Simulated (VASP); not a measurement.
# PbS (Fm-3m) in VASP: notebook

Runs on PbS. Level: PBEsol. Tasks: single point, relaxation of cell and atoms.

Program: VASP 6.6.1. These are calculated values, not measurements. Logs are shortened: lines on timing, memory, paths and dates and some standing lists are left out, and cuts for length are marked.

### Step 1. The cell of the first run

The structure is cubic, space group Fm-3m (No. 225). Conventional cell: a = 5.904 Å, b = 5.904 Å, c = 5.904 Å, α = 90.00°, β = 90.00°, γ = 90.00°. Pb (site symmetry m-3m) has 6 S at 2.95 Å within 3.9 Å. Within 3.9 Å of S (site symmetry m-3m) lie 6 Pb at 2.95 Å.

### Step 2. Single point, PBEsol

INCAR

```
PREC     = Accurate       # precision mode
ENCUT    = 520            # plane-wave cutoff, eV
EDIFF    = 1E-6           # SCF threshold, eV
ISMEAR   = 0              # smearing method
SIGMA    = 0.01           # smearing width, eV
LREAL    = False          # projectors in reciprocal space
LASPH    = True           # aspherical terms in the spheres
NELM     = 60             # most SCF steps
ALGO     = Normal         # electronic algorithm
ISIF     = 2              # what is computed and relaxed
LWAVE    = False          # write WAVECAR
LCHARG   = False          # write CHGCAR
GGA      = PS             # functional
NBANDS   = 17             # bands
```

KPOINTS

```
regular mesh
0
Gamma
  10 10 10
```

POSCAR

```
PbS
1.0
    0.0000000000      2.9518653324      2.9518653324
    2.9518653324      0.0000000000      2.9518653324
    2.9518653324      2.9518653324      0.0000000000
Pb S
1 1
Direct
    0.0000000000      0.0000000000      0.0000000000
    0.5000000000      0.5000000000      0.5000000000
```

Potentials or basis: VASP PAW PBE potentials, release 64 (Pb_d, S).

Run with:

```console
$ cat potpaw_PBE.64/Pb_d/POTCAR potpaw_PBE.64/S/POTCAR > POTCAR
$ mpirun -np 1 vasp_std > vasp.out
```

OUTCAR:

```text
PREC = Accurate
   ENCUT = 520
   EDIFF = 1E-6
   ISMEAR = 0
   LREAL = False
   LASPH = True
   NELM = 60
   ISIF = 2
   GGA = PS

 ion  position               nearest neighbor table
   1  0.000  0.000  0.000-   2 2.95   2 2.95   2 2.95   2 2.95   2 2.95   2 2.95
   2  0.500  0.500  0.500-   1 2.95   1 2.95   1 2.95   1 2.95   1 2.95   1 2.95

  LATTYP: Found a face centered cubic cell.
 ALAT       =     5.9037306648

  Lattice vectors:

 A1 = (   0.0000000000,   2.9518653324,   2.9518653324)
 A2 = (   2.9518653324,   0.0000000000,   2.9518653324)
 A3 = (   2.9518653324,   2.9518653324,   0.0000000000)

Analysis of symmetry for initial positions (statically):
=====================================================================
 Subroutine PRICEL returns:
 Original cell was already a primitive cell.

 Routine SETGRP: Setting up the symmetry group for a
 face centered cubic supercell.

 Subroutine GETGRP returns: Found 48 space group operations
 (whereof 48 operations were pure point group operations)
 out of a pool of 48 trial point group operations.

The static configuration has the point symmetry O_h .

Analysis of symmetry for dynamics (positions and initial velocities):
=====================================================================
 Subroutine PRICEL returns:
 Original cell was already a primitive cell.

 Routine SETGRP: Setting up the symmetry group for a
 face centered cubic supercell.

 Subroutine GETGRP returns: Found 48 space group operations
 (whereof 48 operations were pure point group operations)
 out of a pool of 48 trial point group operations.

The dynamic configuration has the point symmetry O_h .

 Subroutine INISYM returns: Found 48 space group operations
 (whereof 48 operations are pure point group operations),
 and found     1 'primitive' translations

----------------------------------------------------------------------------------------

                                     Primitive cell

  volume of cell :      51.4422

  direct lattice vectors                    reciprocal lattice vectors
     0.000000000  2.951865332  2.951865332    -0.169384421  0.169384421  0.169384421
     2.951865332  0.000000000  2.951865332     0.169384421 -0.169384421  0.169384421
     2.951865332  2.951865332  0.000000000     0.169384421  0.169384421 -0.169384421

  length of vectors
     4.174567987  4.174567987  4.174567987     0.293382423  0.293382423  0.293382423

  position of ions in fractional coordinates (direct lattice)
     0.000000000  0.000000000  0.000000000
     0.500000000  0.500000000  0.500000000

  ion indices of the primitive-cell ions
   primitive index   ion index
                 1           1
                 2           2

----------------------------------------------------------------------------------------

 KPOINTS: regular mesh

Automatic generation of k-mesh.
 Grid dimensions read from file:
 generate k-points for:   10   10   10

 Generating k-lattice:

  Cartesian coordinates                     Fractional coordinates (reciprocal lattice)
    -0.016938442  0.016938442  0.016938442     0.100000000  0.000000000  0.000000000
     0.016938442 -0.016938442  0.016938442     0.000000000  0.100000000  0.000000000
     0.016938442  0.016938442 -0.016938442     0.000000000  0.000000000  0.100000000

  Length of vectors
     0.029338242  0.029338242  0.029338242

  Shift w.r.t. Gamma in fractional coordinates (k-lattice)
     0.000000000  0.000000000  0.000000000

 Subroutine IBZKPT returns following result:
 ===========================================

 Found     47 irreducible k-points:

 Following reciprocal coordinates:
            Coordinates               Weight
  0.000000  0.000000  0.000000      1.000000
  0.100000  0.000000  0.000000      8.000000
  0.200000  0.000000  0.000000      8.000000
  0.300000  0.000000  0.000000      8.000000
  0.400000  0.000000  0.000000      8.000000
  0.500000  0.000000  0.000000      4.000000
[... 16 lines left out ...]
  0.300000  0.300000  0.000000      6.000000
  0.400000  0.300000  0.000000     24.000000
 [... further k-points ...]
   k-points           NKPTS =     47   k-points in BZ     NKDIM =     47   number of bands    NBANDS=     17
   number of dos      NEDOS =    301   number of ions     NIONS =      2
   total plane-waves  NPLWV =  32768
   dimension x,y,z NGX =    32 NGY =   32 NGZ =   32
   dimension x,y,z NGXF=    64 NGYF=   64 NGZF=   64
   ions per type =               1   1
   NGX,Y,Z   is equivalent  to a cutoff of  12.74, 12.74, 12.74 a.u.
   NGXF,Y,Z  is equivalent  to a cutoff of  25.49, 25.49, 25.49 a.u.
 SYSTEM =  unknown system
   PREC   = accura    normal or accurate (medium, high low for compatibility)
   ISTART =      0    job   : 0-new  1-cont  2-samecut
   ICHARG =      2    charge: 1-file 2-atom 10-const
   ISPIN  =      1    spin polarized calculation?
   LNONCOLLINEAR =      F non collinear calculations
   LSORBIT =      F    spin-orbit coupling
   LASPH  =      T    aspherical Exc in radial PAW
   ENCUT  =  520.0 eV  38.22 Ry    6.18 a.u.   7.76  7.76  7.76*2*pi/ulx,y,z
   NELM   =     60;   NELMIN=  2; NELMDL= -5     # of ELM steps
   EDIFF  = 0.1E-05   stopping-criterion for ELM
   LREAL  =      F    real-space projection
   EDIFFG = 0.1E-04   stopping-criterion for IOM
   NSW    =      0    number of steps for IOM
   IBRION =     -1    ionic relax: 0-MD 1-quasi-New 2-CG
   NFREE  =      0    steps in history (QN), initial steepest desc. (CG)
   ISIF   =      2    stress and relaxation
   ISYM   =      2    0-nonsym 1-usesym 2-fastsym
   POTIM  = 0.5000    time-step for ionic-motion
   TEBEG  =    0.0;   TEEND  =   0.0 temperature during run
   PSTRESS=    0.0 pullay stress
   NELECT =      20.0000    total number of electrons
   NUPDOWN=      -1.0000    fix difference up-down
   EMIN   =  10.00;   EMAX   =-10.00  energy-range for DOS
   EFERMI =   0.00;   METHOD = LEGACY
   ISMEAR =     0;   SIGMA  =   0.01  broadening in eV -4-tet -1-fermi 0-gaus
   EFERMI_NEDOS =   21; number of points for ismear=-14 and -15
   IALGO  =     38    algorithm
   IMIX   =      4    mixing-type and parameters
     AMIX     =   0.40;   BMIX     =  1.00
     AMIX_MAG =   1.60;   BMIX_MAG =  1.00
  volume/ion in A,a.u.               =      25.72       173.57
  Fermi-wavevector in a.u.,A,eV,Ry     =   1.194845  2.257930 19.424424  1.427655
  Thomas-Fermi vector in A             =   2.330825
   LORBIT       =      0    0 simple, 1 ext, 2 COOP (PROOUT), +10 PAW based schemes
   GGA     = PS    functional components
   LHFCALC =     F    Hartree Fock is set to
   AEXX    =    0.0000 exact exchange contribution
   IVDW    =     0    specifies the selected vdW correction
   LEPSILON=     F    determine dielectric tensor
   LRPA    =     F    only Hartree local field effects (RPA)
 non-spin polarized calculation
 Gauss-broadening in eV      SIGMA  =   0.01
  energy-cutoff  :      520.00
  volume of cell :       51.44
 maximum number of plane-waves:      1411
   NGX = 15   NGY = 15   NGZ = 15

 number of electron      19.9999997 magnetization

 Free energy of the ion-electron system (eV)
  ---------------------------------------------------
  ext. energy  EPLUGINS =         0.00000000
  ---------------------------------------------------
  free energy    TOTEN  =        -9.45682880 eV

  energy without entropy =       -9.45682880  energy(sigma->0) =       -9.45682880

 E-fermi :   6.0183     XC(G=0):  -9.9530

 val. band max:        5.8920040998   @ k =   0.5000   0.0000   0.0000
 cond. band min:       6.0926979922   @ k =   0.5000   0.0000   0.0000
 fundamental gap:      0.2006938924
 Fermi energy:         6.0183161093

 k-point     1 :       0.0000    0.0000    0.0000
  band No.  band energies     occupation
      1     -10.8922      2.00000
      2     -10.8922      2.00000
      3     -10.8922      2.00000
      4     -10.8793      2.00000
      5     -10.8793      2.00000
      6      -7.8569      2.00000
[... 9 lines left out ...]
     16      12.4835      0.00000
     17      14.2777      0.00000

 k-point     2 :       0.1000    0.0000    0.0000
  band No.  band energies     occupation
      1     -10.8917      2.00000
      2     -10.8900      2.00000
      3     -10.8900      2.00000
      4     -10.8799      2.00000
      5     -10.8799      2.00000
      6      -7.7680      2.00000
[... 9 lines left out ...]
     16      12.7447      0.00000
     17      15.1666      0.00000

 k-point     3 :       0.2000    0.0000    0.0000
  band No.  band energies     occupation
      1     -10.8943      2.00000
      2     -10.8943      2.00000
      3     -10.8907      2.00000
      4     -10.8716      2.00000
      5     -10.8716      2.00000
      6      -7.5125      2.00000
[... 9 lines left out ...]
     16      13.3302      0.00000
     17      16.8367      0.00000

 k-point     4 :       0.3000    0.0000    0.0000
  band No.  band energies     occupation
      1     -10.9039      2.00000
      2     -10.9039      2.00000
      3     -10.8899      2.00000
      4     -10.8570      2.00000
      5     -10.8570      2.00000
      6      -7.1330      2.00000
[... 9 lines left out ...]
     16      14.1903      0.00000
     17      18.1874      0.00000
[... 343 lines left out ...]
      1     -10.9119      2.00000
      2     -10.8986      2.00000
      3     -10.8854      2.00000
      4     -10.8678      2.00000
      5     -10.8562      2.00000
      6      -6.9933      2.00000
[... 9 lines left out ...]
     16      15.6842      0.00000
     17      16.1079      0.00000

 k-point    23 :       0.3000    0.3000    0.0000
  band No.  band energies     occupation
      1     -10.9735      2.00000
      2     -10.9105      2.00000
      3     -10.8609      2.00000
      4     -10.8496      2.00000
      5     -10.8496      2.00000
      6      -6.8519      2.00000
[... 9 lines left out ...]
     16      16.4145      0.00000
     17      16.7305      0.00000

 k-point    24 :       0.4000    0.3000    0.0000
  band No.  band energies     occupation
      1     -10.9962      2.00000
      2     -10.9106      2.00000
      3     -10.8634      2.00000
      4     -10.8427      2.00000
      5     -10.8381      2.00000
      6      -6.5414      2.00000
[... 9 lines left out ...]
     16      16.8523      0.00000
     17      17.4852      0.00000

 [... further k-points ...]

------------------------ aborting loop because EDIFF is reached ----------------------------------------

  FORCE on cell =-STRESS in cart. coord.  units (eV):
  Direction    XX          YY          ZZ          XY          YZ          ZX
  --------------------------------------------------------------------------------------
  -------------------------------------------------------------------------------------
  Total       -0.0240607     -0.0240607     -0.0240607      0.0000000      0.0000000     -0.0000000
  in kB       -0.7493751     -0.7493751     -0.7493751      0.0000000      0.0000000     -0.0000000
  external PRESSURE =      -0.7493751 kB  Pullay stress =       0.0000000 kB

 VOLUME and BASIS-vectors are now :
 -----------------------------------------------------------------------------
  energy-cutoff  :      520.00
  volume of cell :       51.44
      direct lattice vectors                 reciprocal lattice vectors
     0.000000000  2.951865332  2.951865332    -0.169384421  0.169384421  0.169384421
     2.951865332  0.000000000  2.951865332     0.169384421 -0.169384421  0.169384421
     2.951865332  2.951865332  0.000000000     0.169384421  0.169384421 -0.169384421

 POSITION                                       TOTAL-FORCE (eV/Angst)
 -----------------------------------------------------------------------------------
      0.00000      0.00000      0.00000         0.000000     -0.000000     -0.000000
      2.95187      2.95187      2.95187        -0.000000      0.000000      0.000000
 -----------------------------------------------------------------------------------
    total drift:                                0.000000     -0.000000     -0.000000

  FREE ENERGIE OF THE ION-ELECTRON SYSTEM (eV)
  ---------------------------------------------------
  free  energy   TOTEN  =        -9.4568288027 eV

  energy  without entropy=       -9.4568288027  energy(sigma->0) =       -9.45682880
```

Run time: 44 s. Hardware: 1 thread of AMD EPYC 7R43 (Zen 3), shared host; peak memory 0.16 GiB.

Results:

| Property | Result |
| --- | --- |
| Free energy | -9.4568 eV |
| Pressure | -0.1 GPa |
| Band gap on the k mesh | 0.20 eV |

Caveat: the PAW data sets were made with another functional, which shifts forces and pressure a little; spin-orbit coupling is left out, which moves the levels of the heavy elements. A k mesh can miss the band edges.

### Step 3. Single point, PBEsol

INCAR

```
SYSTEM = PbS
  PREC = Accurate
  ENCUT = 520
  EDIFF = 1E-6
  ISMEAR = 0
  SIGMA = 0.01
  LREAL = .FALSE.
  LASPH = .TRUE.
  NELM = 100
  ALGO = Normal
  ISIF = 2
  LWAVE = .FALSE.
  LCHARG = .FALSE.
  GGA = PS
  NBANDS = 17
```

KPOINTS

```
regular mesh
0
G
  10 10 10
  0 0 0
```

POSCAR is that of step 2.

Potentials or basis: VASP PAW PBE potentials, release 64 (Pb_d, S).

Run with:

```console
$ cat potpaw_PBE.64/Pb_d/POTCAR potpaw_PBE.64/S/POTCAR > POTCAR
$ mpirun -np 1 vasp_std > vasp.out
```

Run time: 41 s. Hardware: 1 thread of AMD EPYC 7R43 (Zen 3), shared host; peak memory 0.16 GiB.

It converged, with:

- Free energy: -9.4568 eV
- Pressure: -0.1 GPa
- Band gap on the k mesh: 0.20 eV

Levels at points of the mesh, in eV from the valence-band top:
| k point | band 8 | band 9 | band 10 | band 11 | band 12 | band 13 |
| --- | --- | --- | --- | --- | --- | --- |
| (0.00, 0.00, 0.00) | -2.26 | -2.26 | -2.26 | 5.18 | 5.18 | 5.18 |
| (0.50, 0.00, 0.00) | -1.85 | -1.85 | 0.00 | 0.20 | 1.85 | 1.85 |
| (0.50, 0.50, 0.00) | -5.40 | -3.57 | -3.57 | 3.64 | 5.56 | 5.68 |

Caveat: the PAW data sets were made with another functional, which shifts forces and pressure a little; spin-orbit coupling is left out, which moves the levels of the heavy elements.

### Step 4. Relaxation of cell and atoms, PBEsol

This run uses another cell than the first one, of 26.15 Å³/atom.

INCAR

```
SYSTEM = PbS
  PREC = Accurate
  ENCUT = 600
  EDIFF = 1E-6
  ISMEAR = 0
  SIGMA = 0.01
  LREAL = .False.
  LASPH = .True.
  NELM = 100
  ALGO = Normal
  ISIF = 3
  LWAVE = .False.
  LCHARG = .False.
  GGA = PS
  IBRION = 2
  NSW = 100
  EDIFFG = -0.002
```

KPOINTS

```
Automatic mesh
0
Gamma
  10 10 10
  0 0 0
```

POSCAR

```
PbS
1.0
    0.0000000000      2.9680000000      2.9680000000
    2.9680000000      0.0000000000      2.9680000000
    2.9680000000      2.9680000000      0.0000000000
Pb S
1 1
Direct
    0.0000000000      0.0000000000      0.0000000000
    0.5000000000      0.5000000000      0.5000000000
```

Run with:

```console
$ cat potpaw_PBE.64/Pb_d/POTCAR potpaw_PBE.64/S/POTCAR > POTCAR
$ mpirun -np 1 vasp_std > vasp.out
```

Run time: 2.1 min. Hardware: 1 thread of AMD EPYC 7R43 (Zen 3), shared host; peak memory 0.19 GiB.

It converged, with:

```
Free energy                           : -9.4573 eV
Relaxed volume                        : 25.72 Å³/atom
Relaxed cell                          : a = 4.175 Å, b = 4.175 Å, c = 4.175 Å, α = 60.00°, β = 60.00°, γ = 60.00°
Space group after relaxing (to 0.1 Å) : Fm-3m (No. 225)
Energy gained by relaxing             : 1.3 meV/atom
Ionic steps                           : 3
Pressure after relaxing               : 0.0 GPa
Band gap on the k mesh                : 0.20 eV
```

The path:
| step | energy change (eV) | largest force (eV/Å) | pressure (GPa) | volume (Å³) |
| --- | --- | --- | --- | --- |
| 1 | 0.0000 | 0.0000 | -0.97 | 52.29 |
| 2 | -0.0021 | 0.0000 | 0.40 | 51.10 |
| 3 | -0.0026 | 0.0000 | 0.01 | 51.44 |

Final structure:
```
Pb S
1.0
     0.00000    2.95191    2.95191
     2.95191    0.00000    2.95191
     2.95191    2.95191    0.00000
Pb S
1 1
Direct
  0.00000 0.00000 0.00000
  0.50000 0.50000 0.50000
```

Levels at points of the mesh, in eV from the valence-band top:
| k point | band 7 | band 8 | band 9 | band 10 | band 11 | band 12 | band 13 | band 14 |
| --- | --- | --- | --- | --- | --- | --- | --- | --- |
| (0.00, 0.00, 0.00) | -6.05 | -2.26 | -2.26 | -2.26 | 5.18 | 5.18 | 5.18 | 6.59 |
| (0.50, 0.00, 0.00) | -9.00 | -1.85 | -1.85 | 0.00 | 0.20 | 1.85 | 1.85 | 8.49 |
| (0.50, 0.50, 0.00) | -7.28 | -5.39 | -3.57 | -3.57 | 3.64 | 5.56 | 5.68 | 5.68 |

Caveat: the PAW data sets were made with another functional, which shifts forces and pressure a little; spin-orbit coupling is left out, which moves the levels of the heavy elements. A k mesh can miss the band edges.
